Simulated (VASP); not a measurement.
# WS2 in VASP: notebook

WS2 is run at these levels: PBEsol+D3(BJ); tasks: single point.

Everything below comes from runs of VASP 6.6.1. Logs are shortened: lines on timing, memory, paths and dates and some standing lists are left out, and cuts for length are marked.

## Step 1: The cell of the first run

The cell holds a slab with vacuum, 3 atoms: a = 3.124 Å, b = 3.124 Å, c = 16.938 Å, α = 90.00°, β = 90.00°, γ = 120.00°.

## Step 2: Single point, PBEsol+D3(BJ) (atoms displaced along a vibrational mode)

INCAR reads:

```
PREC     = Accurate       # precision mode
ENCUT    = 520            # plane-wave cutoff, eV
EDIFF    = 1E-6           # SCF threshold, eV
ISMEAR   = 0              # smearing method
SIGMA    = 0.05           # smearing width, eV
LREAL    = False          # projectors in reciprocal space
LASPH    = True           # aspherical terms in the spheres
NELM     = 100            # most SCF steps
ALGO     = Normal         # electronic algorithm
ISIF     = 2              # what is computed and relaxed
LWAVE    = False          # write WAVECAR
LCHARG   = False          # write CHGCAR
GGA      = PS             # functional
IVDW     = 12             # dispersion correction
NBANDS   = 20             # bands
```

KPOINTS reads:

```
Automatic mesh
0
Gamma
  12 12 2
```

POSCAR reads:

```
WS2
1.0
    3.1239380587      0.0000000000      0.0000000000
   -1.5619690294      2.7054097187      0.0000000000
    0.0000000000      0.0000000000     16.9375357456
W S
1 2
Direct
    0.3333333333      0.6666666667      0.0004036076
    0.6618010132      0.3333333333      0.9059939784
    0.6715323201      0.3333333333      0.0916916354
```

Potentials or basis: VASP PAW PBE potentials, release 64 (W_sv, S).

Started as:

```bash
cat potpaw_PBE.64/W_sv/POTCAR potpaw_PBE.64/S/POTCAR > POTCAR
mpirun -np 1 vasp_std > vasp.out
```

OUTCAR:

```text
PREC = Accurate
   ENCUT = 520
   EDIFF = 1E-6
   ISMEAR = 0
   LREAL = False
   LASPH = True
   NELM = 100
   ISIF = 2
   GGA = PS
   IVDW = 12
 IVDW          = 12

 ion  position               nearest neighbor table
   1  0.333  0.667  0.000-   3 2.37   3 2.38   3 2.39   2 2.40   2 2.41   2 2.42
   2  0.662  0.333  0.906-   1 2.40   1 2.41   1 2.42
   3  0.672  0.333  0.092-   1 2.37   1 2.38   1 2.39

  LATTYP: Found a hexagonal cell.
 ALAT       =     3.1239380587
 C/A-ratio  =     5.4218538996

  Lattice vectors:

 A1 = (   3.1239380587,   0.0000000000,   0.0000000000)
 A2 = (  -1.5619690294,   2.7054097187,   0.0000000000)
 A3 = (   0.0000000000,   0.0000000000,  16.9375357456)

Analysis of symmetry for initial positions (statically):
=====================================================================
 Subroutine PRICEL returns:
 Original cell was already a primitive cell.

 Routine SETGRP: Setting up the symmetry group for a
 hexagonal supercell.

 Subroutine GETGRP returns: Found  1 space group operations
 (whereof  1 operations were pure point group operations)
 out of a pool of 24 trial point group operations.

The static configuration has the point symmetry C_1 .

Analysis of symmetry for dynamics (positions and initial velocities):
=====================================================================
 Subroutine PRICEL returns:
 Original cell was already a primitive cell.

 Routine SETGRP: Setting up the symmetry group for a
 hexagonal supercell.

 Subroutine GETGRP returns: Found  1 space group operations
 (whereof  1 operations were pure point group operations)
 out of a pool of 24 trial point group operations.

The dynamic configuration has the point symmetry C_1 .

 Subroutine INISYM returns: Found  1 space group operations
 (whereof  1 operations are pure point group operations),
 and found     1 'primitive' translations

----------------------------------------------------------------------------------------

                                     Primitive cell

  volume of cell :     143.1481

  direct lattice vectors                    reciprocal lattice vectors
     3.123938059  0.000000000  0.000000000     0.320108780  0.184814890  0.000000000
    -1.561969029  2.705409719  0.000000000     0.000000000  0.369629780  0.000000000
     0.000000000  0.000000000 16.937535746     0.000000000  0.000000000  0.059040466

  length of vectors
     3.123938059  3.123938059 16.937535746     0.369629780  0.369629780  0.059040466

  position of ions in fractional coordinates (direct lattice)
     0.333333333  0.666666667  0.000403608
     0.661801013  0.333333333  0.905993978
     0.671532320  0.333333333  0.091691635

  ion indices of the primitive-cell ions
   primitive index   ion index
                 1           1
                 2           2
                 3           3

----------------------------------------------------------------------------------------

 KPOINTS: Automatic mesh

Automatic generation of k-mesh.
 Grid dimensions read from file:
 generate k-points for:   12   12    2

 Generating k-lattice:

  Cartesian coordinates                     Fractional coordinates (reciprocal lattice)
     0.026675732  0.015401241  0.000000000     0.083333333  0.000000000  0.000000000
     0.000000000  0.030802482  0.000000000     0.000000000  0.083333333  0.000000000
     0.000000000  0.000000000  0.029520233     0.000000000  0.000000000  0.500000000

  Length of vectors
     0.030802482  0.030802482  0.029520233

  Shift w.r.t. Gamma in fractional coordinates (k-lattice)
     0.000000000  0.000000000  0.000000000

 Subroutine IBZKPT returns following result:
 ===========================================

 Found    148 irreducible k-points:

 Following reciprocal coordinates:
            Coordinates               Weight
  0.000000  0.000000  0.000000      1.000000
  0.083333 -0.000000  0.000000      2.000000
  0.000000  0.083333  0.000000      2.000000
 -0.083333  0.083333  0.000000      2.000000
  0.166667  0.000000  0.000000      2.000000
  0.000000  0.166667  0.000000      2.000000
[... 16 lines left out ...]
  0.166667  0.083333  0.000000      2.000000
 -0.083333  0.250000  0.000000      2.000000
 [... further k-points ...]
   k-points           NKPTS =    148   k-points in BZ     NKDIM =    148   number of bands    NBANDS=     20
   number of dos      NEDOS =    301   number of ions     NIONS =      3
   total plane-waves  NPLWV =  72576
   dimension x,y,z NGX =    24 NGY =   24 NGZ =  126
   dimension x,y,z NGXF=    48 NGYF=   48 NGZF=  252
   ions per type =               1   2
   NGX,Y,Z   is equivalent  to a cutoff of  12.77, 12.77, 12.37 a.u.
   NGXF,Y,Z  is equivalent  to a cutoff of  25.54, 25.54, 24.73 a.u.
 SYSTEM =  unknown system
   PREC   = accura    normal or accurate (medium, high low for compatibility)
   ISTART =      0    job   : 0-new  1-cont  2-samecut
   ICHARG =      2    charge: 1-file 2-atom 10-const
   ISPIN  =      1    spin polarized calculation?
   LNONCOLLINEAR =      F non collinear calculations
   LSORBIT =      F    spin-orbit coupling
   LASPH  =      T    aspherical Exc in radial PAW
   ENCUT  =  520.0 eV  38.22 Ry    6.18 a.u.   5.81  5.81 31.49*2*pi/ulx,y,z
   NELM   =    100;   NELMIN=  2; NELMDL= -5     # of ELM steps
   EDIFF  = 0.1E-05   stopping-criterion for ELM
   LREAL  =      F    real-space projection
   EDIFFG = 0.1E-04   stopping-criterion for IOM
   NSW    =      0    number of steps for IOM
   IBRION =     -1    ionic relax: 0-MD 1-quasi-New 2-CG
   NFREE  =      0    steps in history (QN), initial steepest desc. (CG)
   ISIF   =      2    stress and relaxation
   ISYM   =      2    0-nonsym 1-usesym 2-fastsym
   POTIM  = 0.5000    time-step for ionic-motion
   TEBEG  =    0.0;   TEEND  =   0.0 temperature during run
   PSTRESS=    0.0 pullay stress
   NELECT =      26.0000    total number of electrons
   NUPDOWN=      -1.0000    fix difference up-down
   EMIN   =  10.00;   EMAX   =-10.00  energy-range for DOS
   EFERMI =   0.00;   METHOD = LEGACY
   ISMEAR =     0;   SIGMA  =   0.05  broadening in eV -4-tet -1-fermi 0-gaus
   EFERMI_NEDOS =   21; number of points for ismear=-14 and -15
   IALGO  =     38    algorithm
   IMIX   =      4    mixing-type and parameters
     AMIX     =   0.40;   BMIX     =  1.00
     AMIX_MAG =   1.60;   BMIX_MAG =  1.00
  volume/ion in A,a.u.               =      47.72       322.00
  Fermi-wavevector in a.u.,A,eV,Ry     =   0.927123  1.752009 11.694985  0.859557
  Thomas-Fermi vector in A             =   2.053159
   LORBIT       =      0    0 simple, 1 ext, 2 COOP (PROOUT), +10 PAW based schemes
   GGA     = PS    functional components
   LHFCALC =     F    Hartree Fock is set to
   AEXX    =    0.0000 exact exchange contribution
   IVDW    =    12    specifies the selected vdW correction
   LEPSILON=     F    determine dielectric tensor
   LRPA    =     F    only Hartree local field effects (RPA)
 non-spin polarized calculation
 Gauss-broadening in eV      SIGMA  =   0.05
  energy-cutoff  :      520.00
  volume of cell :      143.15
 maximum number of plane-waves:      3892
   NGX = 11   NGY = 11   NGZ = 63

 number of electron      25.9999998 magnetization

 Free energy of the ion-electron system (eV)
  ---------------------------------------------------
  ext. energy  EPLUGINS =         0.00000000
  ---------------------------------------------------
  free energy    TOTEN  =       -25.22906817 eV

  energy without entropy =      -25.22906817  energy(sigma->0) =      -25.22906817

 E-fermi :  -0.6032     XC(G=0):  -4.6390

 val. band max:       -1.0661254095   @ k =   0.3333   0.3333   0.0000
 cond. band min:       0.9178263367   @ k =  -0.1667   0.3333   0.0000
 fundamental gap:      1.9839517462
 Fermi energy:        -0.6031518932

 k-point     1 :       0.0000    0.0000    0.0000
  band No.  band energies     occupation
      1     -74.9408      2.00000
      2     -39.2390      2.00000
      3     -39.0182      2.00000
      4     -39.0175      2.00000
      5     -16.0331      2.00000
      6     -14.3371      2.00000
[... 12 lines left out ...]
     19       4.4548      0.00000
     20       4.6570      0.00000

 k-point     2 :       0.0833   -0.0000    0.0000
  band No.  band energies     occupation
      1     -74.9393      2.00000
      2     -39.2339      2.00000
      3     -39.0464      2.00000
      4     -39.0240      2.00000
      5     -15.9087      2.00000
      6     -14.2903      2.00000
[... 12 lines left out ...]
     19       4.5984      0.00000
     20       5.1068      0.00000

 k-point     3 :       0.0000    0.0833    0.0000
  band No.  band energies     occupation
      1     -74.9393      2.00000
      2     -39.2339      2.00000
      3     -39.0460      2.00000
      4     -39.0244      2.00000
      5     -15.9087      2.00000
      6     -14.2903      2.00000
[... 12 lines left out ...]
     19       4.5983      0.00000
     20       5.1069      0.00000

 k-point     4 :      -0.0833    0.0833    0.0000
  band No.  band energies     occupation
      1     -74.9393      2.00000
      2     -39.2339      2.00000
      3     -39.0457      2.00000
      4     -39.0247      2.00000
      5     -15.9087      2.00000
      6     -14.2903      2.00000
[... 12 lines left out ...]
     19       4.5981      0.00000
     20       5.1065      0.00000

 k-point     5 :       0.1667    0.0000    0.0000
  band No.  band energies     occupation
      1     -74.9353      2.00000
      2     -39.2199      2.00000
      3     -39.1227      2.00000
      4     -39.0417      2.00000
      5     -15.5540      2.00000
      6     -14.1572      2.00000
[... 12 lines left out ...]
     19       5.0109      0.00000
     20       5.9066      0.00000

 k-point     6 :       0.0000    0.1667    0.0000
  band No.  band energies     occupation
      1     -74.9353      2.00000
      2     -39.2199      2.00000
      3     -39.1223      2.00000
      4     -39.0421      2.00000
      5     -15.5540      2.00000
      6     -14.1571      2.00000
[... 12 lines left out ...]
     19       5.0107      0.00000
     20       5.9068      0.00000

 k-point     7 :      -0.1667    0.1667    0.0000
  band No.  band energies     occupation
      1     -74.9353      2.00000
      2     -39.2199      2.00000
      3     -39.1220      2.00000
      4     -39.0424      2.00000
      5     -15.5541      2.00000
      6     -14.1571      2.00000
[... 12 lines left out ...]
     19       5.0103      0.00000
     20       5.9062      0.00000
[... 277 lines left out ...]
 k-point    20 :       0.0833    0.0833    0.0000
  band No.  band energies     occupation
      1     -74.9366      2.00000
      2     -39.2243      2.00000
      3     -39.0972      2.00000
      4     -39.0376      2.00000
      5     -15.6690      2.00000
      6     -14.2002      2.00000
[... 12 lines left out ...]
     19       4.8787      0.00000
     20       5.7563      0.00000

 k-point    21 :      -0.0833    0.1667    0.0000
  band No.  band energies     occupation
      1     -74.9366      2.00000
      2     -39.2243      2.00000
      3     -39.0965      2.00000
      4     -39.0382      2.00000
      5     -15.6691      2.00000
      6     -14.2001      2.00000
[... 12 lines left out ...]
     19       4.8781      0.00000
     20       5.7556      0.00000

 k-point    22 :      -0.1667    0.0833    0.0000
  band No.  band energies     occupation
      1     -74.9366      2.00000
      2     -39.2243      2.00000
      3     -39.0969      2.00000
      4     -39.0378      2.00000
      5     -15.6690      2.00000
      6     -14.2002      2.00000
[... 12 lines left out ...]
     19       4.8784      0.00000
     20       5.7557      0.00000

 k-point    23 :       0.1667    0.0833    0.0000
  band No.  band energies     occupation
      1     -74.9318      2.00000
      2     -39.2079      2.00000
      3     -39.1830      2.00000
      4     -39.0621      2.00000
      5     -15.2259      2.00000
      6     -14.0339      2.00000
[... 12 lines left out ...]
     19       5.4085      0.00000
     20       6.3580      0.00000

 k-point    24 :      -0.0833    0.2500    0.0000
  band No.  band energies     occupation
      1     -74.9318      2.00000
      2     -39.2078      2.00000
      3     -39.1823      2.00000
      4     -39.0627      2.00000
      5     -15.2259      2.00000
      6     -14.0338      2.00000
[... 12 lines left out ...]
     19       5.4077      0.00000
     20       6.3575      0.00000

 [... further k-points ...]

------------------------ aborting loop because EDIFF is reached ----------------------------------------

 Edisp (eV)   -0.75937

 E8    (eV) :    -0.5104

  FORCE on cell =-STRESS in cart. coord.  units (eV):
  Direction    XX          YY          ZZ          XY          YZ          ZX
  --------------------------------------------------------------------------------------
  -------------------------------------------------------------------------------------
  Total       0.05241     0.05203     0.03920     0.02152    -0.00048    -0.50099
  in kB       0.58660     0.58237     0.43870     0.24081    -0.00538    -5.60729
  external pressure =        0.54 kB  Pullay stress =        0.00 kB

 VOLUME and BASIS-vectors are now :
 -----------------------------------------------------------------------------
  energy-cutoff  :      520.00
  volume of cell :      143.15
      direct lattice vectors                 reciprocal lattice vectors
     3.123938059  0.000000000  0.000000000     0.320108780  0.184814890  0.000000000
    -1.561969029  2.705409719  0.000000000     0.000000000  0.369629780  0.000000000
     0.000000000  0.000000000 16.937535746     0.000000000  0.000000000  0.059040466

 POSITION                                       TOTAL-FORCE (eV/Angst)
 -----------------------------------------------------------------------------------
     -0.00000      1.80361      0.00684         0.020238      0.004003     -0.905834
      1.54677      0.90180     15.34531         0.149200     -0.001815      0.419264
      1.57717      0.90180      1.55303        -0.169438     -0.002188      0.486570
 -----------------------------------------------------------------------------------
    total drift:                                0.000042     -0.000002      0.000215

  FREE ENERGIE OF THE ION-ELECTRON SYSTEM (eV)
  ---------------------------------------------------
  free  energy   TOTEN  =       -25.9884387714 eV

  energy  without entropy=      -25.9884387714  energy(sigma->0) =      -25.98843877
```

It took 8.2 min on 1 thread of AMD EPYC 7R43 (Zen 3), shared host; peak memory 0.5 GiB.

Results:

- Free energy: -25.9884 eV
- Largest force: 0.906 eV/Å
- Band gap on the k mesh: 1.98 eV (least direct gap 2.04 eV)
- Dispersion energy per atom: -0.253 eV

Forces in eV/Å, atoms in the order of the input:
```
W    0.020  0.004 -0.906
S    0.149 -0.002  0.419
S   -0.169 -0.002  0.487
```

Caveat: the cell differs from its parent crystal (atoms displaced along a vibrational mode); the PAW data sets were made with another functional, which shifts forces and pressure a little; spin-orbit coupling is left out, which moves the levels of the heavy elements.

[end of part 1 of 2]
